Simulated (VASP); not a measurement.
# Si2Mo (I4_1/amd) in VASP: a series of runs

The runs below take Si2Mo through single point, with PBE.

All numbers are computed with VASP 6.6.1; they aren't measurements. Logs are shortened: lines on timing, memory, paths and dates and some standing lists are left out, and cuts for length are marked.

**1. The cell of the first run**

Symmetry: I4_1/amd, No. 141, tetragonal system. Conventional cell: a = 3.140 Å, b = 3.140 Å, c = 18.813 Å, α = 90.00°, β = 90.00°, γ = 90.00°. Within 3.4 Å of Si (site symmetry 2mm) lie 4 Mo at 2.58 Å and 7 Si at 2.60 to 3.14 Å. Mo (site symmetry -4m2) has 8 Si at 2.58 Å and 4 Mo at 3.14 Å within 3.4 Å.

**2. Single point, PBE**

INCAR

```
SYSTEM = Si2Mo
PREC = Accurate
ENCUT = 520
EDIFF = 1E-6
ISMEAR = 0
SIGMA = 0.1
LREAL = .FALSE.
LASPH = .TRUE.
NELM = 80
ALGO = Normal
ISIF = 2
LWAVE = .FALSE.
LCHARG = .FALSE.
GGA = PE
NBANDS = 31
```

KPOINTS

```
Automatic mesh
0
G
  6 6 6
  0 0 0
```

POSCAR

```
Si2Mo
1.0
   -1.5699560092      1.5699560092      9.4064124046
    1.5699560092     -1.5699560092      9.4064124046
    1.5699560092      1.5699560092     -9.4064124046
Si Mo
4 2
Direct
    0.4301692365      0.4301692365      0.0000000000
    0.1801692365      0.6801692365      0.5000000000
    0.3198307635      0.8198307635      0.5000000000
    0.5698307635      0.5698307635      0.0000000000
    0.0000000000      0.0000000000      0.0000000000
    0.7500000000      0.2500000000      0.5000000000
```

Potentials or basis: VASP PAW PBE potentials, release 64 (Si, Mo_sv).

Command:

```console
$ cat potpaw_PBE.64/Si/POTCAR potpaw_PBE.64/Mo_sv/POTCAR > POTCAR
$ mpirun -np 1 vasp_std > vasp.out
```

OUTCAR:

```text
SYSTEM = Si2Mo
   PREC = Accurate
   ENCUT = 520
   EDIFF = 1E-6
   ISMEAR = 0
   LREAL = .FALSE.
   LASPH = .TRUE.
   NELM = 80
   ISIF = 2
   GGA = PE

 ion  position               nearest neighbor table
   1  0.430  0.430  0.000-   5 2.58   5 2.58   5 2.58   5 2.58   3 2.60   3 2.60   4 2.63
   2  0.180  0.680  0.500-   6 2.58   6 2.58   6 2.58   6 2.58   4 2.60   4 2.60   3 2.63
   3  0.320  0.820  0.500-   6 2.58   6 2.58   6 2.58   6 2.58   1 2.60   1 2.60   2 2.63
   4  0.570  0.570  0.000-   5 2.58   5 2.58   5 2.58   5 2.58   2 2.60   2 2.60   1 2.63
   5  0.000  0.000  0.000-   4 2.58   4 2.58   4 2.58   1 2.58   4 2.58   1 2.58   1 2.58   1 2.58

   6  0.750  0.250  0.500-   3 2.58   3 2.58   3 2.58   2 2.58   3 2.58   2 2.58   2 2.58   2 2.58

  LATTYP: Found a body centered tetragonal cell.
 ALAT       =     3.1399120184
 C/A-ratio  =     5.9915133606

  Lattice vectors:

 A1 = (  -1.5699560092,   1.5699560092,   9.4064124046)
 A2 = (   1.5699560092,  -1.5699560092,   9.4064124046)
 A3 = (   1.5699560092,   1.5699560092,  -9.4064124046)

Analysis of symmetry for initial positions (statically):
=====================================================================
 Subroutine PRICEL returns:
 Original cell was already a primitive cell.

 Routine SETGRP: Setting up the symmetry group for a
 body centered tetragonal supercell.

 Subroutine GETGRP returns: Found 16 space group operations
 (whereof  8 operations were pure point group operations)
 out of a pool of 16 trial point group operations.

The static configuration has the point symmetry D_2d.
 The point group associated with its full space group is D_4h.

Analysis of symmetry for dynamics (positions and initial velocities):
=====================================================================
 Subroutine PRICEL returns:
 Original cell was already a primitive cell.

 Routine SETGRP: Setting up the symmetry group for a
 body centered tetragonal supercell.

 Subroutine GETGRP returns: Found 16 space group operations
 (whereof  8 operations were pure point group operations)
 out of a pool of 16 trial point group operations.

The dynamic configuration has the point symmetry D_2d.
 The point group associated with its full space group is D_4h.

 Subroutine INISYM returns: Found 16 space group operations
 (whereof  8 operations are pure point group operations),
 and found     1 'primitive' translations

----------------------------------------------------------------------------------------

                                     Primitive cell

  volume of cell :      92.7383

  direct lattice vectors                    reciprocal lattice vectors
    -1.569956009  1.569956009  9.406412405     0.000000000  0.318480261  0.053155228
     1.569956009 -1.569956009  9.406412405     0.318480261  0.000000000  0.053155228
     1.569956009  1.569956009 -9.406412405     0.318480261  0.318480261  0.000000000

  length of vectors
     9.664891001  9.664891001  9.664891001     0.322885669  0.322885669  0.450399105

  position of ions in fractional coordinates (direct lattice)
     0.430169236  0.430169236  0.000000000
     0.180169236  0.680169236  0.500000000
     0.319830764  0.819830764  0.500000000
     0.569830764  0.569830764  0.000000000
     0.000000000  0.000000000  0.000000000
     0.750000000  0.250000000  0.500000000

  ion indices of the primitive-cell ions
   primitive index   ion index
                 1           1
                 2           2
                 3           3
                 4           4
                 5           5
                 6           6

----------------------------------------------------------------------------------------

 KPOINTS: Automatic mesh

Automatic generation of k-mesh.
 Grid dimensions read from file:
 generate k-points for:    6    6    6

 Generating k-lattice:

  Cartesian coordinates                     Fractional coordinates (reciprocal lattice)
     0.000000000  0.053080044  0.008859205     0.166666667  0.000000000  0.000000000
     0.053080044  0.000000000  0.008859205     0.000000000  0.166666667  0.000000000
     0.053080044  0.053080044  0.000000000     0.000000000  0.000000000  0.166666667

  Length of vectors
     0.053814278  0.053814278  0.075066517

  Shift w.r.t. Gamma in fractional coordinates (k-lattice)
     0.000000000  0.000000000  0.000000000

 Subroutine IBZKPT returns following result:
 ===========================================

 Found     30 irreducible k-points:

 Following reciprocal coordinates:
            Coordinates               Weight
  0.000000  0.000000  0.000000      1.000000
  0.166667  0.000000  0.000000      8.000000
  0.333333 -0.000000  0.000000      8.000000
  0.500000 -0.000000  0.000000      4.000000
  0.166667  0.166667 -0.000000      8.000000
  0.333333  0.166667 -0.000000     16.000000
[... 16 lines left out ...]
 -0.333333 -0.333333  0.166667      8.000000
 -0.166667 -0.333333  0.166667      8.000000
 [... further k-points ...]
   k-points           NKPTS =     30   k-points in BZ     NKDIM =     30   number of bands    NBANDS=     31
   number of dos      NEDOS =    301   number of ions     NIONS =      6
   total plane-waves  NPLWV = 373248
   dimension x,y,z NGX =    72 NGY =   72 NGZ =   72
   dimension x,y,z NGXF=   144 NGYF=  144 NGZF=  144
   ions per type =               4   2
   NGX,Y,Z   is equivalent  to a cutoff of  12.38, 12.38, 12.38 a.u.
   NGXF,Y,Z  is equivalent  to a cutoff of  24.77, 24.77, 24.77 a.u.
 SYSTEM =  Si2Mo
   PREC   = accura    normal or accurate (medium, high low for compatibility)
   ISTART =      0    job   : 0-new  1-cont  2-samecut
   ICHARG =      2    charge: 1-file 2-atom 10-const
   ISPIN  =      1    spin polarized calculation?
   LNONCOLLINEAR =      F non collinear calculations
   LSORBIT =      F    spin-orbit coupling
   LASPH  =      T    aspherical Exc in radial PAW
   ENCUT  =  520.0 eV  38.22 Ry    6.18 a.u.  17.97 17.97 17.97*2*pi/ulx,y,z
   NELM   =     80;   NELMIN=  2; NELMDL= -5     # of ELM steps
   EDIFF  = 0.1E-05   stopping-criterion for ELM
   LREAL  =      F    real-space projection
   EDIFFG = 0.1E-04   stopping-criterion for IOM
   NSW    =      0    number of steps for IOM
   IBRION =     -1    ionic relax: 0-MD 1-quasi-New 2-CG
   NFREE  =      0    steps in history (QN), initial steepest desc. (CG)
   ISIF   =      2    stress and relaxation
   ISYM   =      2    0-nonsym 1-usesym 2-fastsym
   POTIM  = 0.5000    time-step for ionic-motion
   TEBEG  =    0.0;   TEEND  =   0.0 temperature during run
   PSTRESS=    0.0 pullay stress
   NELECT =      44.0000    total number of electrons
   NUPDOWN=      -1.0000    fix difference up-down
   EMIN   =  10.00;   EMAX   =-10.00  energy-range for DOS
   EFERMI =   0.00;   METHOD = LEGACY
   ISMEAR =     0;   SIGMA  =   0.10  broadening in eV -4-tet -1-fermi 0-gaus
   EFERMI_NEDOS =   21; number of points for ismear=-14 and -15
   IALGO  =     38    algorithm
   IMIX   =      4    mixing-type and parameters
     AMIX     =   0.40;   BMIX     =  1.00
     AMIX_MAG =   1.60;   BMIX_MAG =  1.00
  volume/ion in A,a.u.               =      15.46       104.30
  Fermi-wavevector in a.u.,A,eV,Ry     =   1.276849  2.412894 22.182154  1.630342
  Thomas-Fermi vector in A             =   2.409481
   LORBIT       =      0    0 simple, 1 ext, 2 COOP (PROOUT), +10 PAW based schemes
   GGA     = PE    functional components
   LHFCALC =     F    Hartree Fock is set to
   AEXX    =    0.0000 exact exchange contribution
   IVDW    =     0    specifies the selected vdW correction
   LEPSILON=     F    determine dielectric tensor
   LRPA    =     F    only Hartree local field effects (RPA)
 non-spin polarized calculation
 Gauss-broadening in eV      SIGMA  =   0.10
  energy-cutoff  :      520.00
  volume of cell :       92.74
 maximum number of plane-waves:      2528
   NGX = 35   NGY = 35   NGZ = 35

 number of electron      43.9999999 magnetization

 Free energy of the ion-electron system (eV)
  ---------------------------------------------------
  ext. energy  EPLUGINS =         0.00000000
  ---------------------------------------------------
  free energy    TOTEN  =       -42.75407393 eV

  energy without entropy =      -42.71926748  energy(sigma->0) =      -42.73667070

 E-fermi :   9.8652     XC(G=0): -11.6482

 val. band max:        9.8575139461   @ k =  -0.1667   0.1667   0.1667
 cond. band min:       9.9008142236   @ k =   0.1667   0.1667  -0.0000
 fundamental gap:      0.0433002775
 Fermi energy:         9.8651516519

 k-point     1 :       0.0000    0.0000    0.0000
  band No.  band energies     occupation
      1     -50.4870      2.00000
      2     -50.4870      2.00000
      3     -24.6730      2.00000
      4     -24.6700      2.00000
      5     -24.5145      2.00000
      6     -24.5145      2.00000
[... 23 lines left out ...]
     30      15.9870      0.00000
     31      16.1130      0.00000

 k-point     2 :       0.1667    0.0000    0.0000
  band No.  band energies     occupation
      1     -50.4812      2.00000
      2     -50.4812      2.00000
      3     -24.6634      2.00000
      4     -24.6608      2.00000
      5     -24.5929      2.00000
      6     -24.5928      2.00000
[... 23 lines left out ...]
     30      15.3722      0.00000
     31      15.5085      0.00000

 k-point     3 :       0.3333   -0.0000    0.0000
  band No.  band energies     occupation
      1     -50.4696      2.00000
      2     -50.4695      2.00000
      3     -24.7467      2.00000
      4     -24.7464      2.00000
      5     -24.6440      2.00000
      6     -24.6423      2.00000
[... 703 lines left out ...]
     30      14.2106      0.00000
     31      16.0733      0.00000

 k-point    24 :      -0.1667   -0.3333    0.1667
  band No.  band energies     occupation
      1     -50.4812      2.00000
      2     -50.4812      2.00000
      3     -24.6631      2.00000
      4     -24.6611      2.00000
      5     -24.5929      2.00000
      6     -24.5928      2.00000
[... 23 lines left out ...]
     30      15.5852      0.00000
     31      15.7498      0.00000

 [... further k-points ...]

------------------------ aborting loop because EDIFF is reached ----------------------------------------

  FORCE on cell =-STRESS in cart. coord.  units (eV):
  Direction    XX          YY          ZZ          XY          YZ          ZX
  --------------------------------------------------------------------------------------
  -------------------------------------------------------------------------------------
  Total        0.1171480      0.1171480     -0.0135592      0.0000000     -0.0000000      0.0000000
  in kB        2.0238878      2.0238878     -0.2342525      0.0000000     -0.0000000      0.0000000
  external PRESSURE =       1.2711744 kB  Pullay stress =       0.0000000 kB

 VOLUME and BASIS-vectors are now :
 -----------------------------------------------------------------------------
  energy-cutoff  :      520.00
  volume of cell :       92.74
      direct lattice vectors                 reciprocal lattice vectors
    -1.569956009  1.569956009  9.406412405     0.000000000  0.318480261  0.053155228
     1.569956009 -1.569956009  9.406412405     0.318480261  0.000000000  0.053155228
     1.569956009  1.569956009 -9.406412405     0.318480261  0.318480261  0.000000000

 POSITION                                       TOTAL-FORCE (eV/Angst)
 -----------------------------------------------------------------------------------
      0.00000      0.00000      8.09270         0.000000     -0.000000     -0.010237
      1.56996      0.00000      3.38949        -0.000000      0.000000     -0.010237
      1.56996      0.00000      6.01692        -0.000000      0.000000      0.010237
      0.00000      0.00000     10.72013         0.000000     -0.000000      0.010237
      0.00000      0.00000      0.00000         0.000000      0.000000      0.000000
      0.00000      1.56996      4.70321         0.000000      0.000000      0.000000
 -----------------------------------------------------------------------------------
    total drift:                                0.000000      0.000000     -0.000000

  FREE ENERGIE OF THE ION-ELECTRON SYSTEM (eV)
  ---------------------------------------------------
  free  energy   TOTEN  =       -42.7540739269 eV

  energy  without entropy=      -42.7192674826  energy(sigma->0) =      -42.73667070
```

Run time: 16 min. Hardware: 1 thread of Intel Xeon 8259CL, shared host; peak memory 0.72 GiB.

What came out:

- Free energy: -42.7541 eV
- Pressure: 0.1 GPa
- Largest force: 0.010 eV/Å
- Band gap on the k mesh: zero (bands 22 and 23 overlap by 1.21 eV)

Forces on the atoms (eV/Å):
```
Si   0.000  0.000 -0.010
Si   0.000  0.000 -0.010
Si   0.000  0.000  0.010
Si   0.000  0.000  0.010
Mo   0.000  0.000  0.000
Mo   0.000  0.000  0.000
```

**3. Single point, PBE**

This run uses another cell than the first one, of 13.41 Å³/atom.

INCAR

```
PREC = Accurate
ENCUT = 520
EDIFF = 1E-6
ISMEAR = 0
SIGMA = 0.1
LREAL = False
LASPH = True
NELM = 60
ALGO = Normal
ISIF = 2
LWAVE = False
LCHARG = False
GGA = PE
NBANDS = 31
```

KPOINTS

```
Automatic mesh
0
Gamma
  8 8 8
```

POSCAR

```
Si2Mo
1.0
   -1.7949883492      1.7949883492      6.2411301157
    1.7949883492     -1.7949883492      6.2411301157
    1.7949883492      1.7949883492     -6.2411301157
Si Mo
4 2
Direct
    0.4165000000      0.4165000000      0.0000000000
    0.1665000000      0.6665000000      0.5000000000
    0.3335000000      0.8335000000      0.5000000000
    0.5835000000      0.5835000000      0.0000000000
    0.0000000000      0.0000000000      0.0000000000
    0.7500000000      0.2500000000      0.5000000000
```

Potentials or basis: VASP PAW PBE potentials, release 64 (Si, Mo_sv).

Command:

```console
$ cat potpaw_PBE.64/Si/POTCAR potpaw_PBE.64/Mo_sv/POTCAR > POTCAR
$ mpirun -np 1 vasp_std > vasp.out
```

It took 11 min on 1 thread of Intel Xeon 8259CL, shared host; peak memory 0.41 GiB.

The run converged. Its results:

```
Free energy            : -37.7898 eV
Pressure               : 28.3 GPa
Largest force          : 0.022 eV/Å
Band gap on the k mesh : zero (bands 22 and 23 overlap by 0.95 eV)
```

Forces in eV/Å, atoms in the order of the input:
```
Si   0.000  0.000  0.022
Si   0.000  0.000  0.022
Si   0.000  0.000 -0.022
Si   0.000  0.000 -0.022
Mo   0.000  0.000  0.000
Mo   0.000  0.000  0.000
```

Stress tensor (GPa, compression positive):
```
19.09  0.00  0.00
 0.00 19.09  0.00
 0.00  0.00 46.76
```

Levels at points of the mesh, in eV from the Fermi level:
| k point | band 20 | band 21 | band 22 | band 23 | band 24 | band 25 |
| --- | --- | --- | --- | --- | --- | --- |
| (0.00, 0.00, 0.00) | -1.00 | -0.76 | -0.23 | -0.23 | -0.01 | 0.48 |
| (0.50, 0.00, 0.00) | -1.91 | -1.55 | 0.19 | 0.23 | 0.39 | 0.53 |
| (0.50, 0.50, 0.00) | -0.06 | 0.28 | 0.28 | 0.51 | 0.51 | 1.24 |
| (0.50, 0.50, 0.50) | -1.15 | -0.40 | -0.40 | 0.62 | 0.62 | 0.86 |

Caveat: the stress differs along the axes, from 19 to 47 GPa.

The gap in the log of VASP goes by the Fermi energy; the results here count the filled bands.